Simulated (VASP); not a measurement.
The system is P.

```
P
1.0
     5.93054    0.00000    0.00000
    -2.96527    5.13600    0.00000
     0.00000    0.00000    5.03223
P
6
Direct
  0.80000 0.40000 0.16667
  0.60000 0.40000 0.83333
  0.60000 0.20000 0.50000
  0.20000 0.60000 0.16667
  0.40000 0.60000 0.83333
  0.40000 0.80000 0.50000
```

- Program: VASP 6.6.1
- Task: relaxation of cell and atoms
- Functional: PBE
- Potentials or basis: VASP PAW PBE potentials, release 64 (P)
- Cutoff: 600 eV
- k mesh: 3 × 3 × 4
- Occupations: gaussian, width 0.1 eV
- Spin: no spin polarisation

At the start: pressure 8.0 GPa; volume 25.55 Å³/atom.

Problem. How do energy, volume and symmetry change on relaxing?

Solution. Over 8 steps the energy falls by 100.5 meV/atom and the volume is 29.89 Å³/atom (+17.0 %); space group P6_222 (No. 180, to 0.05 Å).

Step by step:
| step | energy change (eV) | largest force (eV/Å) | pressure (GPa) | volume (Å³) |
| --- | --- | --- | --- | --- |
| 1 | 0.0000 | 0.2176 | 8.03 | 153.28 |
| 2 | -0.5008 | 0.2490 | -0.90 | 183.47 |
| 3 | -0.5176 | 0.2722 | 0.05 | 177.52 |
| 4 | -0.5502 | 0.1432 | -0.14 | 178.43 |
| 5 | -0.5837 | 0.1519 | -0.40 | 180.33 |
| 6 | -0.6019 | 0.0579 | 0.13 | 178.87 |
| 7 | -0.6019 | 0.0591 | 0.14 | 178.86 |
| 8 | -0.6032 | 0.0332 | 0.08 | 179.32 |

Final structure:
```xyz
6
Lattice="6.4290 0.0000 0.0000 -3.2145 5.5677 0.0000 0.0000 0.0000 5.0098" Properties=species:S:1:pos:R:3 pbc="T T T"
P     3.8878    2.2446    0.8350
P     2.5412    2.2446    4.1748
P     3.2145    1.0784    2.5049
P    -0.6733    3.3231    0.8350
P     0.6733    3.3231    4.1748
P     0.0000    4.4892    2.5049
```

Caveat: the k points lie up to 0.38 Å⁻¹ apart in the final cell; the volume moved by over 15 % at a fixed basis, so the end points are rough.
